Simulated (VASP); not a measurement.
Input of a VASP 6.6.1 run:

File INCAR:

```
SYSTEM = W
ALGO = Normal
EDIFF = 1E-6
ENCUT = 500
GGA = PE
GGA_COMPAT = .FALSE.
ISIF = 2
ISMEAR = 0
LASPH = .TRUE.
LCHARG = .TRUE.
LELF = .TRUE.
LREAL = .FALSE.
LVHAR = .TRUE.
LWAVE = .FALSE.
NBANDS = 13
NELM = 120
PREC = Accurate
SIGMA = 0.15
```

KPOINTS

```
k-points
0
G
  30 30 30
  0 0 0
```

File POSCAR:

```
W
1.0
   -1.4584842426      1.4584842426      1.8960295153
    1.4584842426     -1.4584842426      1.8960295153
    1.4584842426      1.4584842426     -1.8960295153
W
1
Direct
    0.0000000000      0.0000000000      0.0000000000
```

Potentials or basis: VASP PAW PBE potentials, release 64 (W_sv).

The run is started by

```sh
$ cat potpaw_PBE.64/W_sv/POTCAR > POTCAR
$ mpirun -np 1 vasp_std > vasp.out
```

(1) What does it give for the band gap on the k mesh?

(2) Estimate the pressure.

Answers

(1) zero (bands 7 and 8 overlap by 4.89 eV).

(2) 5.9 GPa.

Caveat: the stress differs along the axes, from -10 to 14 GPa; spin-orbit coupling is left out, which moves the levels of the heavy elements.
